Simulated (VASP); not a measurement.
Input of a VASP 6.6.1 run:

File INCAR:

```
ALGO = Normal
EDIFF = 1E-6
ENCUT = 520
GGA = PE
ISIF = 2
ISMEAR = -1
LASPH = True
LCHARG = True
LELF = True
LREAL = False
LVHAR = True
LWAVE = False
NBANDS = 19
NELM = 80
PREC = Accurate
SIGMA = 0.1
```

Contents of KPOINTS:

```
k-points
0
Gamma
  15 15 15
```

The input POSCAR:

```
Ti
1.0
   -2.4969842691      2.4969842691      1.4018794898
    2.4969842691     -2.4969842691      1.4018794898
    2.4969842691      2.4969842691     -1.4018794898
Ti
2
Direct
   -0.3750000000     -0.1250000000     -0.2500000000
    0.3750000000      0.1250000000      0.2500000000
```

Potentials or basis: VASP PAW PBE potentials, release 64 (Ti_sv).

The run is started by

```console
$ cat potpaw_PBE.64/Ti_sv/POTCAR > POTCAR
$ mpirun -np 1 vasp_std > vasp.out
```

Problem. What does it give for the band gap on the k mesh?

Solution. Zero (bands 12 and 13 overlap by 0.83 eV).

Problem. Estimate the pressure.

Solution. -0.1 GPa.

Stress tensor (GPa, compression positive):
```
-0.07  0.00  0.00
 0.00 -0.07  0.00
 0.00  0.00 -0.20
```
